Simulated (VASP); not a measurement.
Here is a VASP 6.6.1 calculation.

File INCAR:

```
SYSTEM = NaCl
PREC = Accurate
ENCUT = 520
EDIFF = 1E-6
ISMEAR = -1
SIGMA = 0.02
LREAL = .FALSE.
LASPH = .TRUE.
NELM = 60
ALGO = Normal
ISIF = 2
LWAVE = .FALSE.
LCHARG = .FALSE.
GGA = PE
NBANDS = 14
```

The input KPOINTS:

```
Automatic mesh
0
G
  8 8 8
  0 0 0
```

POSCAR

```
NaCl
1.0
    2.8600000000      0.0429000000      0.0429000000
    0.0429000000      2.8600000000      0.0429000000
    0.0429000000      0.0429000000      2.8600000000
Na Cl
1 1
Direct
    0.0000000000      0.0000000000      0.0000000000
    0.5000000000      0.5000000000      0.5000000000
```

Potentials or basis: VASP PAW PBE potentials, release 64 (Na_pv, Cl).

Command:

```console
$ cat potpaw_PBE.64/Na_pv/POTCAR potpaw_PBE.64/Cl/POTCAR > POTCAR
$ mpirun -np 1 vasp_std > vasp.out
```

Task: Predict the band gap on the k mesh.

Result: 4.44 eV, direct.

Task: Estimate the pressure.

Result: 65.6 GPa.

Stress tensor (GPa, compression positive):
```
65.59 -1.83 -1.83
-1.83 65.59 -1.83
-1.83 -1.83 65.59
```

Caveat: the cell differs from its parent crystal (equal xy, yz and zx shear strains of +3 %). A k mesh can miss the band edges.
